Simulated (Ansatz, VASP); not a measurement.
# One calculation of Se, two programs

The input INCAR:

```
ALGO = Normal
EDIFF = 1E-6
ENCUT = 520
GGA = PE
ISIF = 2
ISMEAR = -1
LASPH = True
LCHARG = False
LREAL = False
LWAVE = False
NBANDS = 27
NELM = 80
PREC = Accurate
SIGMA = 0.01
```

KPOINTS

```
k-points
0
Gamma
  6 6 6
```

POSCAR

```
Se
1.0
    5.8514298578      3.3783246035      1.4763300000
   -5.8514298578      3.3783246035      1.4763300000
    0.0000000000     -6.7566492071      1.4763300000
Se
6
Direct
    0.2806600000      0.1625100000      0.9181800000
    0.9181800000      0.2806600000      0.1625100000
    0.1625100000      0.9181800000      0.2806600000
    0.7193400000      0.8374900000      0.0818200000
    0.0818200000      0.7193400000      0.8374900000
    0.8374900000      0.0818200000      0.7193400000
```

Input for Ansatz:

```yaml
crystal:
  lattice:
    - [5.8514298578, 3.3783246035, 1.47633]
    - [-5.8514298578, 3.3783246035, 1.47633]
    - [0.0, -6.7566492071, 1.47633]
  atoms:
    - { symbol: Se, position: [0.28066, 0.16251, 0.91818] }
    - { symbol: Se, position: [0.91818, 0.28066, 0.16251] }
    - { symbol: Se, position: [0.16251, 0.91818, 0.28066] }
    - { symbol: Se, position: [0.71934, 0.83749, 0.08182] }
    - { symbol: Se, position: [0.08182, 0.71934, 0.83749] }
    - { symbol: Se, position: [0.83749, 0.08182, 0.71934] }
kpoints:
  mp_grid: { grid: [6, 6, 6] }
  band_path:
    path:
      - [0.0, 0.0, 0.0]
      - [0.5, 0.0, 0.0]
      - [0.5, -0.5, 0.5]
      - [0.198494926, -0.801505074, 0.198494926]
      - [0.198494926, 0.198494926, 0.198494926]
      - [0.0, 0.0, 0.0]
      - [0.5, -0.5, 0.0]
    npoints: 5
scf:
  occupations: { method: fermi_dirac, width: 0.01 }
hamiltonian:
  xc: pbe
  pseudopotentials: { kind: all_electron, lapw: { basis_error: 0.001 } }
output:
  forces: true
  stress: true
  eigenvalues: true
```

Change from the starting cell: equal xx and yy strain of +3 %.

Alike in both runs: task single point; functional PBE; k mesh 6 × 6 × 6; occupations fermi-dirac, width 0.01 eV; no spin polarisation.

|  | VASP | Ansatz |
| --- | --- | --- |
| version | VASP 6.6.1 | Ansatz 0.2.0 |
| potentials or method | VASP PAW PBE potentials, release 64 (Se), cutoff 520 eV | all-electron LAPW, scalar-relativistic |

VASP gave:

```
gap on the k mesh at the Fermi level (eV)                     : 0.93
pressure (GPa)                                                : -0.8
traceless stress, the component that is largest in VASP (GPa) : 1.40
rms of the force components (eV/Å)                            : 0.149
```

Q: Estimate Ansatz's values.

A: gap on the k mesh at the Fermi level (eV): 0.94; pressure (GPa): -0.9; traceless stress, the component that is largest in VASP (GPa): 1.43; rms of the force components (eV/Å): 0.166.

Atom by atom the forces differ by 0.017 eV/Å (rms over components). Ansatz ran all-electron here, and VASP with PAW potentials.
